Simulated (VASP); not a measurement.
Set up this calculation in VASP 6.6.1, as the native input.

- Task: single point
- Functional: LDA
- Potentials or basis: VASP PAW LDA potentials, release 64 (Te, Pt)
- Cutoff: 500 eV
- k mesh: 6 × 6 × 2
- Occupations: gaussian, width 0.05 eV
- Spin: non-collinear spin, zero start
- Starting moments: [[0.0, 0.0, -0.0], [-0.0, 0.0, 0.0], [-0.0, 0.0, 0.0], [0.0, 0.0, -0.0], [-0.0, 0.0, 0.0], [0.0, 0.0, -0.0]] μB
- Hubbard terms: Pt d U = 4.0 eV, J = 0.5 eV
- Dipole correction: no
- LDAUTYPE: 1
- Hund's J: 0.5
- Further INCAR settings: ALGO = Normal; EDIFF = 1e-06; NBANDS = 60

The structure of Te2Pt lies in POSCAR:

```
Te2Pt
1.0
    4.0179994500      0.0000000000      0.0000000000
   -2.0089997300      3.4796896000      0.0000000000
    0.0000000000      0.0000000000     10.4239986600
Te Pt
4 2
Direct
    0.3333333333      0.6666666667      0.1250000000
    0.6666666667      0.3333333333      0.3750000000
    0.3333333333      0.6666666667      0.6250000000
    0.6666666667      0.3333333333      0.8750000000
    0.0000000000      0.0000000000      0.0000000000
    0.0000000000      0.0000000000      0.5000000000
```

These files were run (other wordings do the same):

INCAR

```
SYSTEM = Te2Pt
PREC     = Accurate       ! precision mode
ENCUT    = 500            ! plane-wave cutoff, eV
EDIFF    = 1E-6           ! SCF threshold, eV
ISMEAR   = 0              ! smearing method
SIGMA    = 0.05           ! smearing width, eV
LREAL    = .FALSE.        ! projectors in reciprocal space
LASPH    = .TRUE.         ! aspherical terms in the spheres
NELM     = 200            ! most SCF steps
ALGO     = Normal         ! electronic algorithm
ISIF     = 2              ! what is computed and relaxed
LWAVE    = .FALSE.        ! write WAVECAR
LCHARG   = .TRUE.         ! write CHGCAR
LNONCOLLINEAR= .TRUE.         ! non-collinear magnetism
MAGMOM   = 0 0 0 0 0 0 0 0 0 0 0 0 0 0 0 0 0 0 ! initial moments
LORBIT   = 11             ! projections on sites
LMAXMIX  = 4              ! l up to which the mixer works
LDAU     = .TRUE.         ! DFT+U
LDAUTYPE = 1            
LDAUL    = -1 2           ! shell
LDAUU    = 0 4            ! U, eV
LDAUJ    = 0 0.5        
LDAUPRINT= 1            
LVHAR    = .TRUE.       
NBANDS   = 60             ! bands
GGA_COMPAT= .FALSE.
```

KPOINTS

```
regular mesh
0
G
  6 6 2
  0 0 0
```

Potentials or basis: VASP PAW LDA potentials, release 64 (Te, Pt).

Launch:

```sh
$ cat potpaw_LDA.64/Te/POTCAR potpaw_LDA.64/Pt/POTCAR > POTCAR
$ mpirun -np 1 vasp_ncl > vasp.out
```

Results of the run:

```
Pressure                                              : -0.5 GPa
Largest force                                         : 0.437 eV/Å
Band gap on the k mesh                                : zero (bands 44 and 45 overlap by 1.37 eV)
Net moment                                            : 0.00 μB per cell
Valence electrons inside the program's atomic spheres : Te 3.35; Pt 9.74
```

Caveat: spin-orbit coupling is left out, which moves the levels of the heavy elements; the U is typed as a test and isn't derived for this compound.

Wall time 100 s on 1 thread of AMD EPYC 9R45 96-Core Processor (Zen 5), with other jobs on the host, peak memory 0.46 GiB.
